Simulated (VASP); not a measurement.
Write the native input for VASP 6.6.1 that does the following.

- Task: single point
- Functional: PBE
- Potentials or basis: VASP PAW PBE potentials, release 64 (Ti_sv, C)
- Cutoff: 520 eV
- k mesh: 2 × 2 × 2, shifted
- Occupations: fermi-dirac, width 0.1551 eV
- Spin: no spin polarisation
- Dipole correction: no
- Further INCAR settings: LREAL = Auto; ALGO = Normal; EDIFF = 1e-07; NBANDS = 78; ISYM = 0

The structure of TiC lies in POSCAR:

```
TiC
1.0
   -4.3280000000      4.3280000000      0.0000000000
   -4.3280000000      0.0000000000      4.3280000000
    0.0000000000      4.3280000000      4.3280000000
Ti C
8 8
Direct
    0.0000000000      0.0000000000      0.0000000000
    0.5000000000      0.0000000000      0.0000000000
    0.0000000000      0.5000000000      0.0000000000
    0.0000000000      0.0000000000      0.5000000000
    0.5000000000      0.5000000000      0.0000000000
    0.5000000000      0.0000000000      0.5000000000
    0.0000000000      0.5000000000      0.5000000000
    0.5000000000      0.5000000000      0.5000000000
    0.7500000000      0.7500000000      0.7500000000
    0.2500000000      0.7500000000      0.7500000000
    0.7500000000      0.2500000000      0.7500000000
    0.7500000000      0.7500000000      0.2500000000
    0.2500000000      0.2500000000      0.7500000000
    0.2500000000      0.7500000000      0.2500000000
    0.7500000000      0.2500000000      0.2500000000
    0.2500000000      0.2500000000      0.2500000000
```

These files were run (other wordings do the same):

INCAR

```
PREC = Accurate
ENCUT = 520
EDIFF = 1E-7
ISMEAR = -1
SIGMA = 0.1551
LREAL = Auto
LASPH = T
NELM = 60
ALGO = Normal
ISIF = 2
LWAVE = F
LCHARG = F
GGA = PE
ISYM = 0
NBANDS = 78
```

KPOINTS

```
Automatic mesh
0
Gamma
  2 2 2
  0.5 0.5 0.5
```

Potentials or basis: VASP PAW PBE potentials, release 64 (Ti_sv, C).

Launch:

```console
$ cat potpaw_PBE.64/Ti_sv/POTCAR potpaw_PBE.64/C/POTCAR > POTCAR
$ mpirun -np 1 vasp_std > vasp.out
```

It gave:

```
Pressure               : 1.2 GPa
Band gap on the k mesh : 0.72 eV
```

Caveat: the k points lie up to 0.63 Å⁻¹ apart; a shifted mesh leaves out Γ, where band edges can lie.

Wall time 6.4 min on 1 thread of Intel(R) Xeon(R) Platinum 8488C (Sapphire Rapids), on a shared host, peak memory 0.37 GiB.
